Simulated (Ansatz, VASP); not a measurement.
**One calculation of Na2S, two programs**

```
Na S
1.0
     0.01625    3.25875    3.25875
     3.25875    0.01625    3.25875
     3.25875    3.25875    0.01625
Na S
2 1
Cartesian
  1.6315 1.6315 1.6315
  4.9022 4.9022 4.9022
  0.0000 0.0000 0.0000
```

Change from the starting cell: equal xy, yz and zx engineering shears of +0.5 %.

Alike in both runs: functional PBEsol; k mesh 6 × 6 × 6; no spin polarisation.

Ansatz relaxed the structure, and its values are those at the end. VASP's run is a single point on that final structure, the one shown.

|  | VASP | Ansatz |
| --- | --- | --- |
| version | VASP 6.6.1 | Ansatz 0.2.0 |
| potentials or method | VASP PAW PBE potentials, release 64 (Na_pv, S), cutoff 500 eV | all-electron LAPW, scalar-relativistic |
| occupations | gaussian, width 0.01 eV | fixed |

|  | VASP | Ansatz | Ansatz less VASP |
| --- | --- | --- | --- |
| gap on the k mesh at the Fermi level (eV) | 2.42 | 2.42 | +0.005 |
| pressure (GPa) | 0.1 | 0.0 | -0.04 |

VASP's potentials were made for PBE, not for PBEsol. Ansatz ran all-electron here, and VASP with PAW potentials.
